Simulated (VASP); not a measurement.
# Y3F (P4/mmm) in VASP: a series of runs

Y3F is run at these levels: PBE; tasks: single point, relaxation of cell and atoms.

Everything below comes from runs of VASP 6.6.1. Logs are shortened: lines on timing, memory, paths and dates and some standing lists are left out, and cuts for length are marked.

### Step 1. The cell of the first run

Symmetry: P4/mmm, No. 123, tetragonal system. The conventional cell has a = 5.565 Å, b = 5.565 Å, c = 3.545 Å, α = 90.00°, β = 90.00°, γ = 90.00°. Y (site symmetry mmm) has 10 Y at 3.30 to 3.94 Å and 4 F at 3.30 Å within 4.3 Å. Within 4.3 Å of Y (site symmetry 4/mmm) lie 10 Y at 3.30 to 3.54 Å and 4 F at 3.94 Å. Within 4.3 Å of F (site symmetry 4/mmm) lie 12 Y at 3.30 to 3.94 Å and 2 F at 3.54 Å.

### Step 2. Single point, PBE

The input, INCAR:

```
  PREC = Accurate
  ENCUT = 520
  EDIFF = 1E-7
  ISMEAR = 0
  SIGMA = 0.1
  LREAL = False
  LASPH = True
  NELM = 60
  ALGO = Normal
  ISIF = 2
  LWAVE = False
  LCHARG = False
  GGA = PE
  NBANDS = 28
```

The input, KPOINTS:

```
regular mesh
0
Gamma
  4 4 4
```

The input, POSCAR:

```
Y3F
1.0
    5.5651574029      0.0000000000      0.0000000000
    0.0000000000      5.5651574029      0.0000000000
    0.0000000000      0.0000000000      3.5445139711
Y F
3 1
Direct
    0.0000000000      0.5000000000      0.5000000000
    0.5000000000      0.0000000000      0.5000000000
    0.5000000000      0.5000000000      0.0000000000
    0.0000000000      0.0000000000      0.0000000000
```

Potentials or basis: VASP PAW PBE potentials, release 64 (Y_sv, F).

The run is started by

```
$ cat potpaw_PBE.64/Y_sv/POTCAR potpaw_PBE.64/F/POTCAR > POTCAR
$ mpirun -np 1 vasp_std > vasp.out
```

OUTCAR:

```text
PREC = Accurate
   ENCUT = 520
   EDIFF = 1E-7
   ISMEAR = 0
   LREAL = False
   LASPH = True
   NELM = 60
   ISIF = 2
   GGA = PE

 ion  position               nearest neighbor table
   1  0.000  0.500  0.500-   3 3.30   3 3.30   3 3.30   3 3.30   2 3.94   2 3.94   2 3.94   2 3.94

   2  0.500  0.000  0.500-   3 3.30   3 3.30   3 3.30   3 3.30   1 3.94   1 3.94   1 3.94   1 3.94

   3  0.500  0.500  0.000-   1 3.30   2 3.30   1 3.30   2 3.30   2 3.30   2 3.30   1 3.30   1 3.30

   4  0.000  0.000  0.000-

  LATTYP: Found a simple tetragonal cell.
 ALAT       =     5.5651574029
 C/A-ratio  =     0.6369117196

  Lattice vectors:

 A1 = (   5.5651574029,   0.0000000000,   0.0000000000)
 A2 = (   0.0000000000,   5.5651574029,   0.0000000000)
 A3 = (   0.0000000000,   0.0000000000,   3.5445139711)

Analysis of symmetry for initial positions (statically):
=====================================================================
 Subroutine PRICEL returns:
 Original cell was already a primitive cell.

 Routine SETGRP: Setting up the symmetry group for a
 simple tetragonal supercell.

 Subroutine GETGRP returns: Found 16 space group operations
 (whereof 16 operations were pure point group operations)
 out of a pool of 16 trial point group operations.

The static configuration has the point symmetry D_4h.

Analysis of symmetry for dynamics (positions and initial velocities):
=====================================================================
 Subroutine PRICEL returns:
 Original cell was already a primitive cell.

 Routine SETGRP: Setting up the symmetry group for a
 simple tetragonal supercell.

 Subroutine GETGRP returns: Found 16 space group operations
 (whereof 16 operations were pure point group operations)
 out of a pool of 16 trial point group operations.

The dynamic configuration has the point symmetry D_4h.

 Subroutine INISYM returns: Found 16 space group operations
 (whereof 16 operations are pure point group operations),
 and found     1 'primitive' translations

----------------------------------------------------------------------------------------

                                     Primitive cell

  volume of cell :     109.7771

  direct lattice vectors                    reciprocal lattice vectors
     5.565157403  0.000000000  0.000000000     0.179689437  0.000000000  0.000000000
     0.000000000  5.565157403  0.000000000     0.000000000  0.179689437  0.000000000
     0.000000000  0.000000000  3.544513971     0.000000000  0.000000000  0.282126127

  length of vectors
     5.565157403  5.565157403  3.544513971     0.179689437  0.179689437  0.282126127

  position of ions in fractional coordinates (direct lattice)
     0.000000000  0.500000000  0.500000000
     0.500000000  0.000000000  0.500000000
     0.500000000  0.500000000  0.000000000
     0.000000000  0.000000000  0.000000000

  ion indices of the primitive-cell ions
   primitive index   ion index
                 1           1
                 2           2
                 3           3
                 4           4

----------------------------------------------------------------------------------------

 KPOINTS: regular mesh

Automatic generation of k-mesh.
 Grid dimensions read from file:
 generate k-points for:    4    4    4

 Generating k-lattice:

  Cartesian coordinates                     Fractional coordinates (reciprocal lattice)
     0.044922359  0.000000000  0.000000000     0.250000000  0.000000000  0.000000000
     0.000000000  0.044922359  0.000000000     0.000000000  0.250000000  0.000000000
     0.000000000  0.000000000  0.070531532     0.000000000  0.000000000  0.250000000

  Length of vectors
     0.044922359  0.044922359  0.070531532

  Shift w.r.t. Gamma in fractional coordinates (k-lattice)
     0.000000000  0.000000000  0.000000000

 Subroutine IBZKPT returns following result:
 ===========================================

 Found     18 irreducible k-points:

 Following reciprocal coordinates:
            Coordinates               Weight
  0.000000  0.000000  0.000000      1.000000
  0.250000  0.000000  0.000000      4.000000
  0.500000  0.000000  0.000000      2.000000
  0.250000  0.250000  0.000000      4.000000
  0.500000  0.250000  0.000000      4.000000
  0.500000  0.500000  0.000000      1.000000
[... 10 lines left out ...]
  0.500000  0.250000  0.500000      4.000000
  0.500000  0.500000  0.500000      1.000000
   k-points           NKPTS =     18   k-points in BZ     NKDIM =     18   number of bands    NBANDS=     28
   number of dos      NEDOS =    301   number of ions     NIONS =      4
   total plane-waves  NPLWV =  49392
   dimension x,y,z NGX =    42 NGY =   42 NGZ =   28
   dimension x,y,z NGXF=    84 NGYF=   84 NGZF=   56
   ions per type =               3   1
   NGX,Y,Z   is equivalent  to a cutoff of  12.55, 12.55, 13.13 a.u.
   NGXF,Y,Z  is equivalent  to a cutoff of  25.09, 25.09, 26.27 a.u.
 SYSTEM =  unknown system
   PREC   = accura    normal or accurate (medium, high low for compatibility)
   ISTART =      0    job   : 0-new  1-cont  2-samecut
   ICHARG =      2    charge: 1-file 2-atom 10-const
   ISPIN  =      1    spin polarized calculation?
   LNONCOLLINEAR =      F non collinear calculations
   LSORBIT =      F    spin-orbit coupling
   LASPH  =      T    aspherical Exc in radial PAW
   ENCUT  =  520.0 eV  38.22 Ry    6.18 a.u.  10.35 10.35  6.59*2*pi/ulx,y,z
   NELM   =     60;   NELMIN=  2; NELMDL= -5     # of ELM steps
   EDIFF  = 0.1E-06   stopping-criterion for ELM
   LREAL  =      F    real-space projection
   EDIFFG = 0.1E-05   stopping-criterion for IOM
   NSW    =      0    number of steps for IOM
   IBRION =     -1    ionic relax: 0-MD 1-quasi-New 2-CG
   NFREE  =      0    steps in history (QN), initial steepest desc. (CG)
   ISIF   =      2    stress and relaxation
   ISYM   =      2    0-nonsym 1-usesym 2-fastsym
   POTIM  = 0.5000    time-step for ionic-motion
   TEBEG  =    0.0;   TEEND  =   0.0 temperature during run
   PSTRESS=    0.0 pullay stress
   NELECT =      40.0000    total number of electrons
   NUPDOWN=      -1.0000    fix difference up-down
   EMIN   =  10.00;   EMAX   =-10.00  energy-range for DOS
   EFERMI =   0.00;   METHOD = LEGACY
   ISMEAR =     0;   SIGMA  =   0.10  broadening in eV -4-tet -1-fermi 0-gaus
   EFERMI_NEDOS =   21; number of points for ismear=-14 and -15
   IALGO  =     38    algorithm
   IMIX   =      4    mixing-type and parameters
     AMIX     =   0.40;   BMIX     =  1.00
     AMIX_MAG =   1.60;   BMIX_MAG =  1.00
  volume/ion in A,a.u.               =      27.44       185.20
  Fermi-wavevector in a.u.,A,eV,Ry     =   1.169296  2.209648 18.602594  1.367252
  Thomas-Fermi vector in A             =   2.305770
   LORBIT       =      0    0 simple, 1 ext, 2 COOP (PROOUT), +10 PAW based schemes
   GGA     = PE    functional components
   LHFCALC =     F    Hartree Fock is set to
   AEXX    =    0.0000 exact exchange contribution
   IVDW    =     0    specifies the selected vdW correction
   LEPSILON=     F    determine dielectric tensor
   LRPA    =     F    only Hartree local field effects (RPA)
 non-spin polarized calculation
 Gauss-broadening in eV      SIGMA  =   0.10
  energy-cutoff  :      520.00
  volume of cell :      109.78
 maximum number of plane-waves:      2974
 NGX is ok and might be reduce to    42
   NGX = 21   NGY = 21   NGZ = 13

 number of electron      39.9999997 magnetization

 Free energy of the ion-electron system (eV)
  ---------------------------------------------------
  ext. energy  EPLUGINS =         0.00000000
  ---------------------------------------------------
  free energy    TOTEN  =       -22.71275676 eV

  energy without entropy =      -22.68403125  energy(sigma->0) =      -22.69839400

 E-fermi :   2.8559     XC(G=0):  -9.2595

 val. band max:        2.8351804595   @ k =   0.2500   0.2500   0.5000
 cond. band min:       2.8582086396   @ k =   0.5000   0.0000   0.2500
 fundamental gap:      0.0230281800
 Fermi energy:         2.8558704726

 k-point     1 :       0.0000    0.0000    0.0000
  band No.  band energies     occupation
      1     -40.3353      2.00000
      2     -40.3164      2.00000
      3     -39.2752      2.00000
      4     -20.4660      2.00000
      5     -20.4660      2.00000
      6     -20.3078      2.00000
[... 20 lines left out ...]
     27       6.2470      0.00000
     28       6.4177      0.00000

 k-point     2 :       0.2500    0.0000    0.0000
  band No.  band energies     occupation
      1     -40.3319      2.00000
      2     -40.3184      2.00000
      3     -39.2771      2.00000
      4     -20.4450      2.00000
      5     -20.4233      2.00000
      6     -20.3286      2.00000
[... 20 lines left out ...]
     27       5.9337      0.00000
     28       6.3172      0.00000

 k-point     3 :       0.5000    0.0000    0.0000
  band No.  band energies     occupation
      1     -40.3259      2.00000
      2     -40.3230      2.00000
      3     -39.2789      2.00000
      4     -20.4092      2.00000
      5     -20.4062      2.00000
      6     -20.3642      2.00000
[... 20 lines left out ...]
     27       5.6855      0.00000
     28       5.7007      0.00000

 k-point     4 :       0.2500    0.2500    0.0000
  band No.  band energies     occupation
      1     -40.3292      2.00000
      2     -40.3197      2.00000
      3     -39.2789      2.00000
      4     -20.4502      2.00000
      5     -20.3639      2.00000
      6     -20.3469      2.00000
[... 20 lines left out ...]
     27       5.4119      0.00000
     28       6.1388      0.00000

 k-point     5 :       0.5000    0.2500    0.0000
  band No.  band energies     occupation
      1     -40.3244      2.00000
      2     -40.3230      2.00000
      3     -39.2808      2.00000
      4     -20.4582      2.00000
      5     -20.3548      2.00000
      6     -20.3225      2.00000
[... 20 lines left out ...]
     27       5.7261      0.00000
     28       5.7584      0.00000

 k-point     6 :       0.5000    0.5000    0.0000
  band No.  band energies     occupation
      1     -40.3230      2.00000
      2     -40.3230      2.00000
      3     -39.2826      2.00000
      4     -20.4888      2.00000
      5     -20.3150      2.00000
      6     -20.3019      2.00000
[... 277 lines left out ...]
      5     -20.4670      2.00000
      6     -20.3319      2.00000
[... 20 lines left out ...]
     27       5.2616      0.00000
     28       5.8964      0.00000

 k-point    16 :       0.2500    0.2500    0.5000
  band No.  band energies     occupation
      1     -40.3014      2.00000
      2     -40.2951      2.00000
      3     -39.2558      2.00000
      4     -20.5239      2.00000
      5     -20.4998      2.00000
      6     -20.3818      2.00000
[... 20 lines left out ...]
     27       5.2585      0.00000
     28       5.3615      0.00000

 k-point    17 :       0.5000    0.2500    0.5000
  band No.  band energies     occupation
      1     -40.2982      2.00000
      2     -40.2982      2.00000
      3     -39.2557      2.00000
      4     -20.5479      2.00000
      5     -20.5058      2.00000
      6     -20.4093      2.00000
[... 20 lines left out ...]
     27       5.6462      0.00000
     28       5.6554      0.00000

 k-point    18 :       0.5000    0.5000    0.5000
  band No.  band energies     occupation
      1     -40.2982      2.00000
      2     -40.2982      2.00000
      3     -39.2557      2.00000
      4     -20.5418      2.00000
      5     -20.5418      2.00000
      6     -20.4665      2.00000
[... 20 lines left out ...]
     27       5.5207      0.00000
     28       7.1106      0.00000

------------------------ aborting loop because EDIFF is reached ----------------------------------------

  FORCE on cell =-STRESS in cart. coord.  units (eV):
  Direction    XX          YY          ZZ          XY          YZ          ZX
  --------------------------------------------------------------------------------------
  -------------------------------------------------------------------------------------
  Total        0.1433874      0.1433874     -0.0843925      0.0000000      0.0000000      0.0000000
  in kB        2.0927140      2.0927140     -1.2316943      0.0000000      0.0000000      0.0000000
  external PRESSURE =       0.9845779 kB  Pullay stress =       0.0000000 kB

 VOLUME and BASIS-vectors are now :
 -----------------------------------------------------------------------------
  energy-cutoff  :      520.00
  volume of cell :      109.78
      direct lattice vectors                 reciprocal lattice vectors
     5.565157403  0.000000000  0.000000000     0.179689437  0.000000000  0.000000000
     0.000000000  5.565157403  0.000000000     0.000000000  0.179689437  0.000000000
     0.000000000  0.000000000  3.544513971     0.000000000  0.000000000  0.282126127

 POSITION                                       TOTAL-FORCE (eV/Angst)
 -----------------------------------------------------------------------------------
      0.00000      2.78258      1.77226         0.000000      0.000000      0.000000
      2.78258      0.00000      1.77226         0.000000      0.000000      0.000000
      2.78258      2.78258      0.00000         0.000000      0.000000      0.000000
      0.00000      0.00000      0.00000         0.000000      0.000000      0.000000
 -----------------------------------------------------------------------------------
    total drift:                                0.000000     -0.000000      0.000000

  FREE ENERGIE OF THE ION-ELECTRON SYSTEM (eV)
  ---------------------------------------------------
  free  energy   TOTEN  =       -22.7127567561 eV

  energy  without entropy=      -22.6840312458  energy(sigma->0) =      -22.69839400
```

It took 1.9 min on 1 thread of Intel Xeon 8259CL, shared host; peak memory 0.24 GiB.

Results:

```
Free energy            : -22.7128 eV
Pressure               : 0.1 GPa
Band gap on the k mesh : zero (bands 20 and 21 overlap by 0.75 eV)
```

Levels at points of the mesh, in eV from the Fermi level:
```
           k point  band 17  band 18  band 19  band 20  band 21  band 22  band 23  band 24
(0.00, 0.00, 0.00)    -3.94    -1.70    -1.62    -1.16     0.40     1.22     1.22     2.01
(0.50, 0.00, 0.00)    -2.84    -1.83    -1.16    -0.14     0.35     0.40     1.21     1.33
(0.50, 0.50, 0.00)    -1.84    -1.25    -1.25     0.04     0.06     0.06     1.08     1.82
(0.00, 0.00, 0.50)    -1.13    -0.43     0.29     0.29     0.44     0.45     0.45     1.19
(0.50, 0.00, 0.50)    -1.27    -1.18    -0.23    -0.22     0.38     0.43     0.77     0.85
(0.50, 0.50, 0.50)    -1.76    -1.72    -1.72    -0.68    -0.46     1.73     1.77     1.77
```

Caveat: the k points lie up to 0.44 Å⁻¹ apart, too coarse for converged energies and pressures of a metal.

### Step 3. Single point, PBE

This run uses another cell than the first one, of 27.35 Å³/atom.

The input, INCAR:

```
SYSTEM = Y3F
PREC = Accurate ; ENCUT = 520
EDIFF = 1E-6 ; ISMEAR = 0
SIGMA = 0.1 ; LREAL = .FALSE.
LASPH = .TRUE. ; NELM = 100
ALGO = Normal ; ISIF = 2
LWAVE = .FALSE. ; LCHARG = .FALSE.
GGA = PE ; NBANDS = 28
```

The input, KPOINTS:

```
regular mesh
0
G
  4 4 6
  0 0 0
```

The input, POSCAR:

```
Y3F
1.0
    5.6106459853      0.0000000000      0.0000000000
    0.0000000000      5.6106459853      0.0000000000
    0.0000000000      0.0000000000      3.4746782279
Y F
3 1
Direct
    0.0000000000      0.5000000000      0.5000000000
    0.5000000000      0.0000000000      0.5000000000
    0.5000000000      0.5000000000      0.0000000000
    0.0000000000      0.0000000000      0.0000000000
```

Potentials or basis: VASP PAW PBE potentials, release 64 (Y_sv, F).

The run is started by

```
$ cat potpaw_PBE.64/Y_sv/POTCAR potpaw_PBE.64/F/POTCAR > POTCAR
$ mpirun -np 1 vasp_std > vasp.out
```

OUTCAR:

```text
SYSTEM = Y3F
   PREC = Accurate
   ENCUT = 520
   EDIFF = 1E-6
   ISMEAR = 0
   LREAL = .FALSE.
   LASPH = .TRUE.
   NELM = 100
   ISIF = 2
   GGA = PE

 ion  position               nearest neighbor table
   1  0.000  0.500  0.500-   3 3.30   3 3.30   3 3.30   3 3.30   2 3.97   2 3.97   2 3.97   2 3.97

   2  0.500  0.000  0.500-   3 3.30   3 3.30   3 3.30   3 3.30   1 3.97   1 3.97   1 3.97   1 3.97

   3  0.500  0.500  0.000-   1 3.30   2 3.30   1 3.30   2 3.30   2 3.30   2 3.30   1 3.30   1 3.30

   4  0.000  0.000  0.000-

[... 943 lines left out ...]
  --------------------------------------------------------------------------------------
  -------------------------------------------------------------------------------------
  Total       -0.1157444     -0.1157444     -0.0811104      0.0000000     -0.0000000      0.0000000
  in kB       -1.6953929     -1.6953929     -1.1880835      0.0000000     -0.0000000      0.0000000
  external PRESSURE =      -1.5262897 kB  Pullay stress =       0.0000000 kB

 VOLUME and BASIS-vectors are now :
 -----------------------------------------------------------------------------
  energy-cutoff  :      520.00
  volume of cell :      109.38
      direct lattice vectors                 reciprocal lattice vectors
     5.610645985  0.000000000  0.000000000     0.178232596  0.000000000  0.000000000
     0.000000000  5.610645985  0.000000000     0.000000000  0.178232596  0.000000000
     0.000000000  0.000000000  3.474678228     0.000000000  0.000000000  0.287796433

 POSITION                                       TOTAL-FORCE (eV/Angst)
 -----------------------------------------------------------------------------------
      0.00000      2.80532      1.73734         0.000000      0.000000      0.000000
      2.80532      0.00000      1.73734         0.000000      0.000000      0.000000
      2.80532      2.80532      0.00000         0.000000      0.000000      0.000000
      0.00000      0.00000      0.00000         0.000000      0.000000      0.000000
 -----------------------------------------------------------------------------------
    total drift:                                0.000000     -0.000000      0.000000

  FREE ENERGIE OF THE ION-ELECTRON SYSTEM (eV)
  ---------------------------------------------------
  free  energy   TOTEN  =       -22.8271241869 eV

  energy  without entropy=      -22.7972836436  energy(sigma->0) =      -22.81220392
```

stdout:

```text
POSCAR found type information on POSCAR Y F
 POSCAR found :  2 types and       4 ions
 scaLAPACK will be used
 LDA part: xc-table for (Slater+PW92), standard interpolation
 POSCAR, INCAR and KPOINTS ok, starting setup
 FFT: planning ... GRIDC
 FFT: planning ... GRID_SOFT
 FFT: planning ... GRID
 WAVECAR not read
 entering main loop
```

Wall time 2.6 min (1 thread of Intel Xeon 8259CL, shared host); peak memory 0.25 GiB.

What came out:

* Free energy: -22.8271 eV
* Pressure: -0.2 GPa
* Band gap on the k mesh: zero (bands 20 and 21 overlap by 0.85 eV)

[end of part 1 of 2]

The gap in the log of VASP goes by the Fermi energy; the results here count the filled bands.